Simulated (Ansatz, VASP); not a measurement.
**Sb2Pt in VASP and in Ansatz**

```
Sb Pt
1.0
     0.00000    3.20967    3.20967
     3.20967    0.00000    3.20967
     3.20967    3.20967    0.00000
Sb Pt
2 1
Direct
  0.25000 0.25000 0.25000
  0.75000 0.75000 0.75000
  0.00000 0.00000 0.00000
```

Alike in both runs: task relaxation of cell and atoms; functional PBE; k mesh 6 × 6 × 6; occupations gaussian, width 0.1 eV; no spin polarisation.

|  | VASP | Ansatz |
| --- | --- | --- |
| version | VASP 6.6.1 | Ansatz 0.2.0 |
| potentials or method | VASP PAW PBE potentials, release 64 (Sb, Pt), cutoff 600 eV | scalar-relativistic, plane waves, PAW |
| valence electrons in the cell | 20 | 48 |

Ansatz gave:

- gap on the k mesh at the Fermi level, each at its own relaxed structure (eV): none
- relaxed volume (Å³/atom): 24.48
- relaxed length of the cell vector where the two differ most in proportion (Å): 4.701

Question: Estimate VASP's values.

Answer: gap on the k mesh at the Fermi level, each at its own relaxed structure (eV): none; relaxed volume (Å³/atom): 24.42; relaxed length of the cell vector where the two differ most in proportion (Å): 4.697.

A gap of «none» marks a metal or a gap that the smearing closes. VASP's potentials hold 20 valence electrons a cell and Ansatz's 48, so a difference there can come from the potentials and not from the codes.

Spin-orbit coupling is off throughout.
